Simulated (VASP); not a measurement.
Here is a VASP 6.6.1 calculation.

INCAR

```
PREC = Accurate
ENCUT = 520
EDIFF = 1E-6
ISMEAR = 0
SIGMA = 0.15
LREAL = F
LASPH = T
NELM = 150
ALGO = Normal
ISIF = 2
LWAVE = F
LCHARG = F
ISPIN = 2
MAGMOM = 0.125 0
LORBIT = 11
NUPDOWN = 0.125
LMAXMIX = 4
GGA = CA
NBANDS = 18
```

Contents of KPOINTS:

```
Automatic mesh
0
Gamma
  21 21 12
```

POSCAR

```
TiAl
1.0
    2.8851007109      0.0000000000      0.0000000000
   -1.4425503555      2.4985705081      0.0000000000
    0.0000000000      0.0000000000      4.7093569155
Ti Al
1 1
Direct
    0.0000000000      0.0000000000      0.0000000000
    0.3333333333      0.6666666667      0.5000000000
```

Potentials or basis: VASP PAW LDA potentials, release 64 (Ti_sv, Al).

The run is started by

```bash
$ cat potpaw_LDA.64/Ti_sv/POTCAR potpaw_LDA.64/Al/POTCAR > POTCAR
$ mpirun -np 1 vasp_std > vasp.out
```

What does it give for the pressure?

-7.7 GPa.

Stress tensor (GPa, compression positive):
```
-7.23  0.00  0.00
 0.00 -7.23  0.00
 0.00  0.00 -8.71
```

Caveat: the cell stands under tension; the total moment is fixed, so each spin has its own Fermi level and the state may be an excited one.
